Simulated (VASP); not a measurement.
Input of a VASP 6.6.1 run:

File INCAR:

```
SYSTEM = H9O4F
  PREC = Accurate
  ENCUT = 520
  EDIFF = 1E-6
  ISMEAR = -1
  SIGMA = 0.05
  LREAL = .FALSE.
  LASPH = .TRUE.
  NELM = 120
  ALGO = Normal
  ISIF = 2
  LWAVE = .FALSE.
  LCHARG = .FALSE.
  GGA = CA
  NBANDS = 33
  GGA_COMPAT = .FALSE.
```

KPOINTS

```
regular mesh
0
G
  1 1 1
  0 0 0
```

File POSCAR:

```
H9O4F
1.0
    5.3601080000      0.0000000000      0.0000000000
    0.0000000000      5.3601080000      0.0000000000
    0.0000000000      0.0000000000      5.3601080000
O H F
4 9 1
Direct
    0.1062105465      0.1636907316      0.1812650044
    0.8269049803      0.2678117680      0.7933235674
    0.5789808713      0.7101349450      0.6600053581
    0.4908483187      0.9161942259      1.0989144249
    0.0053730261      0.2228873000      0.0276860093
    0.2563008059      0.0561742413      0.1496051945
    0.7669621582      0.1018822755      0.7462163076
    0.9607269107      0.3261501447      0.6741282079
    0.4365210552      0.6344088589      0.5843165847
    0.6581210677      0.5519478339      0.7182131405
    0.6298193992      0.9954650167      1.1918043442
    0.5020234667      0.8345727362      0.9304849828
    0.1235422868      0.2911135373      0.3446572345
    0.1661160559      0.4174356188      0.5142433697
```

Potentials or basis: VASP PAW LDA potentials, release 64 (O, H, F).

Run with:

```sh
$ cat potpaw_LDA.64/O/POTCAR potpaw_LDA.64/H/POTCAR potpaw_LDA.64/F/POTCAR > POTCAR
$ mpirun -np 1 vasp_gam > vasp.out
```

Question: What does it give for the pressure?

Answer: 0.3 GPa.

Question: Predict the largest force.

Answer: 2.108 eV/Å.

Stress tensor (GPa, compression positive):
```
 0.90 -1.07 -0.98
-1.07 -0.42  1.15
-0.98  1.15  0.50
```

Caveat: the k points lie up to 1.17 Å⁻¹ apart.
